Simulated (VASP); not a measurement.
# MgO (Cmcm) in VASP: notebook, part 3 of 3

VASP 6.6.1. The steps go on from the part before.

## (5) Single point, PBEsol (mode 5 frozen in at +0.122 Å, strain +e along z and -e/2 along x and y -0.0700)

Input file INCAR:

```
SYSTEM = MgO
PREC = Accurate
ENCUT = 520
EDIFF = 1E-6
ISMEAR = 0
SIGMA = 0.05
LREAL = .FALSE.
LASPH = .TRUE.
NELM = 60
ALGO = Normal
ISIF = 2
LWAVE = .FALSE.
LCHARG = .TRUE.
GGA = PS
LELF = .TRUE.
LVHAR = .TRUE.
NBANDS = 16
```

Input file KPOINTS:

```
regular mesh
0
G
  9 9 6
  0 0 0
```

Input file POSCAR:

```
MgO
1.0
    3.6170832098      0.0000000000      0.0000000000
   -1.8085416049      3.1324859473      0.0000000000
    0.0000000000      0.0000000000      3.9010833038
Mg O
2 2
Direct
    0.6868215855      0.3736431710      0.7500000000
    0.3131784145      0.6263568290      0.2500000000
    0.6518268271      0.3036536542      0.2500000000
    0.3481731729      0.6963463458      0.7500000000
```

Potentials or basis: VASP PAW PBE potentials, release 64 (Mg, O).

On the command line:

```bash
$ cat potpaw_PBE.64/Mg/POTCAR potpaw_PBE.64/O/POTCAR > POTCAR
$ mpirun -np 1 vasp_std > vasp.out
```

OUTCAR:

```text
SYSTEM = MgO
   PREC = Accurate
   ENCUT = 520
   EDIFF = 1E-6
   ISMEAR = 0
   LREAL = .FALSE.
   LASPH = .TRUE.
   NELM = 60
   ISIF = 2
   GGA = PS

 ion  position               nearest neighbor table
   1  0.687  0.374  0.750-   3 1.96   3 1.96   4 2.07   4 2.07   4 2.12   2 2.78   2 2.78   2 2.78
                             2 2.78   2 3.05   2 3.05
   2  0.313  0.626  0.250-   4 1.96   4 1.96   3 2.07   3 2.07   3 2.12   1 2.78   1 2.78   1 2.78
                             1 2.78   1 3.05   1 3.05
   3  0.652  0.304  0.250-   1 1.96   1 1.96   2 2.07   2 2.07   2 2.12
   4  0.348  0.696  0.750-   2 1.96   2 1.96   1 2.07   1 2.07   1 2.12

  LATTYP: Found a hexagonal cell.
 ALAT       =     3.6170832098
 C/A-ratio  =     1.0785163286

  Lattice vectors:

 A1 = (   3.6170832098,   0.0000000000,   0.0000000000)
 A2 = (  -1.8085416049,   3.1324859473,   0.0000000000)
 A3 = (   0.0000000000,   0.0000000000,   3.9010833038)

Analysis of symmetry for initial positions (statically):
=====================================================================
 Subroutine PRICEL returns:
 Original cell was already a primitive cell.

 Routine SETGRP: Setting up the symmetry group for a
 hexagonal supercell.

 Subroutine GETGRP returns: Found  8 space group operations
 (whereof  4 operations were pure point group operations)
 out of a pool of 24 trial point group operations.

The static configuration has the point symmetry C_2h.
 The point group associated with its full space group is D_2h.

Analysis of symmetry for dynamics (positions and initial velocities):
=====================================================================
 Subroutine PRICEL returns:
 Original cell was already a primitive cell.

 Routine SETGRP: Setting up the symmetry group for a
 hexagonal supercell.

[... 122 lines left out ...]
   EMIN   =  10.00;   EMAX   =-10.00  energy-range for DOS
   EFERMI =   0.00;   METHOD = LEGACY
   ISMEAR =     0;   SIGMA  =   0.05  broadening in eV -4-tet -1-fermi 0-gaus
   EFERMI_NEDOS =   21; number of points for ismear=-14 and -15
   IALGO  =     38    algorithm
   IMIX   =      4    mixing-type and parameters
     AMIX     =   0.40;   BMIX     =  1.00
     AMIX_MAG =   1.60;   BMIX_MAG =  1.00
  volume/ion in A,a.u.               =      11.05        74.57
  Fermi-wavevector in a.u.,A,eV,Ry     =   1.166730  2.204801 18.521067  1.361260
  Thomas-Fermi vector in A             =   2.303240
   LORBIT       =      0    0 simple, 1 ext, 2 COOP (PROOUT), +10 PAW based schemes
   GGA     = PS    functional components
   LHFCALC =     F    Hartree Fock is set to
   AEXX    =    0.0000 exact exchange contribution
   IVDW    =     0    specifies the selected vdW correction
   LEPSILON=     F    determine dielectric tensor
   LRPA    =     F    only Hartree local field effects (RPA)
 non-spin polarized calculation
 Gauss-broadening in eV      SIGMA  =   0.05
  energy-cutoff  :      520.00
  volume of cell :       44.20
 maximum number of plane-waves:      1204
   NGX = 13   NGY = 13   NGZ = 15

 number of electron      16.0000006 magnetization

 Free energy of the ion-electron system (eV)
  ---------------------------------------------------
  ext. energy  EPLUGINS =         0.00000000
  ---------------------------------------------------
  free energy    TOTEN  =       -24.38230908 eV

  energy without entropy =      -24.38230908  energy(sigma->0) =      -24.38230908

 E-fermi :   1.9293     XC(G=0): -10.2536

 val. band max:        1.7019095920   @ k =   0.0000   0.0000   0.0000
 cond. band min:       4.9977376750   @ k =   0.0000   0.0000   0.0000
 fundamental gap:      3.2958280830
 Fermi energy:         1.9293448438

 k-point     1 :       0.0000    0.0000    0.0000
  band No.  band energies     occupation
      1     -15.0615      2.00000
      2     -13.4789      2.00000
      3      -1.5803      2.00000
      4      -0.1876      2.00000
      5       0.0060      2.00000
      6       0.8658      2.00000
[... 433 lines left out ...]
      3      -1.9087      2.00000
      4      -0.5196      2.00000
      5      -0.4792      2.00000
      6       0.0490      2.00000
[... 8 lines left out ...]
     15      16.4407      0.00000
     16      18.1213      0.00000

 [... further k-points ...]
[... 5 lines left out ...]
  --------------------------------------------------------------------------------------
  -------------------------------------------------------------------------------------
  Total       -0.9183544     -1.3685921      5.5658281      0.0000000      0.0000000      0.0000000
  in kB      -33.2880243    -49.6080041    201.7472012      0.0000000      0.0000000      0.0000000
  external PRESSURE =      39.6170576 kB  Pullay stress =       0.0000000 kB

 VOLUME and BASIS-vectors are now :
 -----------------------------------------------------------------------------
  energy-cutoff  :      520.00
  volume of cell :       44.20
      direct lattice vectors                 reciprocal lattice vectors
     3.617083210  0.000000000  0.000000000     0.276465854  0.159617635  0.000000000
    -1.808541605  3.132485947  0.000000000     0.000000000  0.319235271  0.000000000
     0.000000000  0.000000000  3.901083304     0.000000000  0.000000000  0.256339053

 POSITION                                       TOTAL-FORCE (eV/Angst)
 -----------------------------------------------------------------------------------
      1.80854      1.17043      2.92581         0.000000     -0.717205      0.000000
      0.00000      1.96205      0.97527         0.000000      0.717205     -0.000000
      1.80854      0.95119      0.97527         0.000000      0.656650      0.000000
     -0.00000      2.18130      2.92581         0.000000     -0.656650     -0.000000
 -----------------------------------------------------------------------------------
    total drift:                                0.000000     -0.000000      0.000000

  FREE ENERGIE OF THE ION-ELECTRON SYSTEM (eV)
  ---------------------------------------------------
  free  energy   TOTEN  =       -24.3823090817 eV

  energy  without entropy=      -24.3823090817  energy(sigma->0) =      -24.38230908
```

OSZICAR:

```text
N       E                     dE             d eps       ncg     rms          rms(c)
DAV:   1     0.604518192077E+02    0.60452E+02   -0.75886E+03  3200   0.892E+02
DAV:   2    -0.242605428413E+02   -0.84712E+02   -0.77476E+02  4440   0.196E+02
DAV:   3    -0.281875100036E+02   -0.39270E+01   -0.39173E+01  3824   0.437E+01
DAV:   4    -0.282038406221E+02   -0.16331E-01   -0.16330E-01  4000   0.327E+00
DAV:   5    -0.282039248894E+02   -0.84267E-04   -0.84267E-04  3816   0.225E-01    0.106E+01
DAV:   6    -0.245187850177E+02    0.36851E+01   -0.92601E+00  3560   0.235E+01    0.353E+00
DAV:   7    -0.244312809438E+02    0.87504E-01   -0.14791E-01  3392   0.310E+00    0.211E+00
DAV:   8    -0.243848360327E+02    0.46445E-01   -0.10618E-01  3744   0.330E+00    0.538E-01
DAV:   9    -0.243818017485E+02    0.30343E-02   -0.10162E-02  3960   0.863E-01    0.114E-01
DAV:  10    -0.243823023402E+02   -0.50059E-03   -0.48777E-04  3256   0.192E-01    0.225E-02
DAV:  11    -0.243823111495E+02   -0.88092E-05   -0.23761E-05  4064   0.377E-02    0.181E-02
DAV:  12    -0.243823099031E+02    0.12463E-05   -0.37563E-06  3296   0.156E-02    0.736E-03
DAV:  13    -0.243823090817E+02    0.82138E-06   -0.28282E-06  3552   0.133E-02
   1 F= -.24382309E+02 E0= -.24382309E+02  d E =-.599645E-13
```

stdout:

```text
POSCAR found type information on POSCAR MgO
 POSCAR found :  2 types and       4 ions
 scaLAPACK will be used
 -----------------------------------------------------------------------------
|                                                                             |
|                                                                             |
|     You enforced a specific xc type in the INCAR file but a different       |
|     I HOPE YOU KNOW WHAT YOU ARE DOING!                                     |
|                                                                             |
 -----------------------------------------------------------------------------

 LDA part: xc-table for (Slater+PW92), standard interpolation
 POSCAR, INCAR and KPOINTS ok, starting setup
 FFT: planning ... GRIDC
 FFT: planning ... GRID_SOFT
 FFT: planning ... GRID
 WAVECAR not read
 entering main loop
```

Run time: 68 s. Hardware: 1 thread of Intel Xeon Platinum 8375C at 2.90GHz (Ice Lake), shared host; peak memory 0.2 GiB.

What came out:

- Free energy: -24.3823 eV
- Pressure: 4.0 GPa
- Largest force: 0.717 eV/Å
- Band gap on the k mesh: 3.30 eV, direct

Forces on the atoms (eV/Å):
```
Mg   0.000 -0.717  0.000
Mg   0.000  0.717  0.000
O    0.000  0.657  0.000
O    0.000 -0.657  0.000
```

Levels at points of the mesh, in eV from the valence-band top:
| k point | band 5 | band 6 | band 7 | band 8 | band 9 | band 10 | band 11 | band 12 |
| --- | --- | --- | --- | --- | --- | --- | --- | --- |
| (0.00, 0.00, 0.00) | -1.70 | -0.84 | -0.33 | 0.00 | 3.30 | 9.77 | 11.48 | 12.52 |
| (0.00, 0.00, 0.50) | -1.26 | -1.26 | -1.14 | -1.14 | 6.45 | 6.45 | 12.07 | 12.07 |

Caveat: the cell differs from its parent crystal (mode 5 frozen in at +0.122 Å, strain +e along z and -e/2 along x and y -0.0700); the PAW data sets were made with another functional, which shifts forces and pressure a little.
